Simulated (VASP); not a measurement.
Set up this calculation in VASP 6.6.1, as the native input.

```yaml
Task: single point
Functional: PBE
Potentials_or_basis: VASP PAW PBE potentials, release 64 (As, Se)
Cutoff: 520 eV
k_mesh: 3 × 3 × 4
Occupations: gaussian, width 0.1 eV
Spin: no spin polarisation
Dipole_correction: no
Further_INCAR_settings: ALGO = Normal; EDIFF = 1e-06; NBANDS = 33
```

The structure of AsSe3 lies in POSCAR:

```
AsSe3
1.0
    6.6188435100      0.0000000000      0.0000000000
   -3.3094217600      5.7320866200      0.0000000000
    0.0000000000      0.0000000000      5.3701978700
As Se
2 6
Direct
    0.3333333300      0.6666666700      0.7500000000
    0.6666666700      0.3333333300      0.2500000000
    0.1686046000      0.3372091900      0.2500000000
    0.6627908100      0.8313954000      0.2500000000
    0.1686046000      0.8313954000      0.2500000000
    0.8313954000      0.6627908100      0.7500000000
    0.3372091900      0.1686046000      0.7500000000
    0.8313954000      0.1686046000      0.7500000000
```

The cell was generated, and may not be a known phase.

The input as run:

INCAR

```
SYSTEM = AsSe3
PREC = Accurate
ENCUT = 520
EDIFF = 1E-6
ISMEAR = 0
SIGMA = 0.1
LREAL = .False.
LASPH = .True.
NELM = 60
ALGO = Normal
ISIF = 2
LWAVE = .False.
LCHARG = .True.
GGA = PE
LELF = .True.
LVHAR = .True.
NBANDS = 33
```

KPOINTS

```
Automatic mesh
0
Gamma
  3 3 4
  0 0 0
```

Potentials or basis: VASP PAW PBE potentials, release 64 (As, Se).

Run with:

```bash
$ cat potpaw_PBE.64/As/POTCAR potpaw_PBE.64/Se/POTCAR > POTCAR
$ mpirun -np 1 vasp_std > vasp.out
```

It gave:

| Quantity | Value |
| --- | --- |
| Pressure | -9.4 GPa |
| Largest force | 0.481 eV/Å |
| Band gap on the k mesh | zero (bands 23 and 24 overlap by 0.80 eV) |

Caveat: the k points lie up to 0.37 Å⁻¹ apart, too coarse for converged energies and pressures of a metal.

It took 71 s on 1 thread of Intel(R) Xeon(R) 6975P-C (Granite Rapids), with other jobs on the host, peak memory 0.31 GiB.
